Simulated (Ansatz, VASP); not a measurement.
# One calculation of AlAs, two programs

INCAR

```
SYSTEM = AlAs
PREC     = Accurate       ! precision mode
ENCUT    = 500            ! plane-wave cutoff, eV
EDIFF    = 1E-6           ! SCF threshold, eV
ISMEAR   = 0              ! smearing method
SIGMA    = 0.01           ! smearing width, eV
LREAL    = .False.        ! projectors in reciprocal space
LASPH    = .True.         ! aspherical terms in the spheres
NELM     = 120            ! most SCF steps
ALGO     = Normal         ! electronic algorithm
ISIF     = 2              ! what is computed and relaxed
LWAVE    = .False.        ! write WAVECAR
LCHARG   = .False.        ! write CHGCAR
GGA      = PS             ! functional
NBANDS   = 11             ! bands
GGA_COMPAT= .False.
```

File KPOINTS:

```
regular mesh
0
Gamma
  8 8 8
  0 0 0
```

The input POSCAR:

```
AlAs
1.0
    0.0000000000      2.8089260316      2.8655862332
    2.8089260316      0.0000000000      2.8655862332
    2.8089260316      2.8089260316      0.0000000000
Al As
1 1
Direct
    0.0000000000      0.0000000000      0.0000000000
    0.2500000000      0.2500000000      0.2500000000
```

Input for Ansatz:

```yaml
crystal:
  lattice:
    - [0.0, 2.8089260316, 2.8655862332]
    - [2.8089260316, 0.0, 2.8655862332]
    - [2.8089260316, 2.8089260316, 0.0]
  atoms:
    - { symbol: Al, position: [0.0, 0.0, 0.0] }
    - { symbol: As, position: [0.25, 0.25, 0.25] }
basis:
  ecutwfc: 600.0
kpoints:
  mp_grid: { grid: [8, 8, 8] }
  band_path:
    path:
      - [0.0, 0.0, 0.0]
      - [0.0, 0.0, 0.0]
      - [0.0, 0.0, 0.0]
      - [0.0, 0.0, 0.0]
      - [0.0, 0.0, 0.0]
      - [0.0, 0.0, 0.0]
      - [0.0, 0.0, 0.0]
      - [0.0, 0.0, 0.0]
      - [0.0, 0.0, 0.0]
      - [0.0, 0.0, 0.0]
      - [0.0, 0.0, 0.0]
      - [0.0, 0.0, 0.0]
      - [0.0, 0.0, 0.0]
      - [0.0, 0.0, 0.0]
      - [0.0, 0.0, 0.0]
      - [0.0, 0.0, 0.0]
      - [0.0, 0.0, 0.0]
      - [0.0, 0.0, 0.0]
      - [0.0, 0.0, 0.0]
      - [0.0, 0.0, 0.0]
      - [0.0, 0.0, 0.0]
      - [0.0, 0.0, 0.0]
      - [0.0, 0.0, 0.0]
      - [0.0, 0.0, 0.0]
      - [0.0, 0.0, 0.0]
      - [0.0, 0.0, 0.0]
      - [0.3, 0.3, 0.0]
      - [0.3166666667, 0.3166666667, 0.0]
      - [0.3333333333, 0.3333333333, 0.0]
      - [0.35, 0.35, 0.0]
      - [0.3666666667, 0.3666666667, 0.0]
      - [0.3833333333, 0.3833333333, 0.0]
      - [0.4, 0.4, 0.0]
      - [0.4166666667, 0.4166666667, 0.0]
      - [0.4333333333, 0.4333333333, 0.0]
      - [0.45, 0.45, 0.0]
      - [0.4666666667, 0.4666666667, 0.0]
      - [0.4833333333, 0.4833333333, 0.0]
      - [0.5, 0.5, 0.0]
      - [0.0, 0.3, 0.3]
      - [0.0, 0.3166666667, 0.3166666667]
      - [0.0, 0.3333333333, 0.3333333333]
      - [0.0, 0.35, 0.35]
      - [0.0, 0.3666666667, 0.3666666667]
      - [0.0, 0.3833333333, 0.3833333333]
      - [0.0, 0.4, 0.4]
      - [0.0, 0.4166666667, 0.4166666667]
      - [0.0, 0.4333333333, 0.4333333333]
      - [0.0, 0.45, 0.45]
      - [0.0, 0.4666666667, 0.4666666667]
      - [0.0, 0.4833333333, 0.4833333333]
      - [0.0, 0.5, 0.5]
      - [0.5, 0.5, 0.5]
      - [0.5, 0.5, 0.5]
      - [0.5, 0.5, 0.5]
      - [0.5, 0.5, 0.5]
      - [0.5, 0.5, 0.5]
      - [0.5, 0.5, 0.5]
      - [0.5, 0.5, 0.5]
      - [0.5, 0.5, 0.5]
      - [0.5, 0.5, 0.5]
      - [0.5, 0.5, 0.5]
      - [0.5, 0.5, 0.5]
      - [0.5, 0.5, 0.5]
      - [0.5, 0.5, 0.5]
      - [0.0, 0.0, 0.5]
      - [0.0, 0.0, 0.5]
      - [0.0, 0.0, 0.5]
      - [0.0, 0.0, 0.5]
      - [0.0, 0.0, 0.5]
      - [0.0, 0.0, 0.5]
      - [0.0, 0.0, 0.5]
      - [0.0, 0.0, 0.5]
      - [0.0, 0.0, 0.5]
      - [0.0, 0.0, 0.5]
      - [0.0, 0.0, 0.5]
      - [0.0, 0.0, 0.5]
      - [0.0, 0.0, 0.5]
    npoints: 1
hamiltonian:
  xc: pbesol
scf:
  occupations: { method: fixed }
  n_extra_bands: 5
output:
  eigenvalues: true
```

Alike in both runs: task single point; functional PBEsol; k mesh 8 × 8 × 8; no spin polarisation.

|  | VASP | Ansatz |
| --- | --- | --- |
| version | VASP 6.6.1 | Ansatz 0.2.0 |
| potentials or method | VASP PAW PBE potentials, release 64 (Al, As), cutoff 500 eV | scalar-relativistic, plane waves, PAW |
| occupations | gaussian, width 0.01 eV | fixed |
| valence electrons in the cell | 8 | 18 |

VASP gave:

```
gap on the k mesh at the Fermi level (eV) : 1.25
least direct gap on the mesh (eV)         : 1.97
```

Question: Which values does Ansatz return?

Answer: gap on the k mesh at the Fermi level (eV): 1.26; least direct gap on the mesh (eV): 1.95.

VASP's potentials were made for PBE, not for PBEsol. VASP's potentials hold 8 valence electrons a cell and Ansatz's 18, so a difference there can come from the potentials and not from the codes.
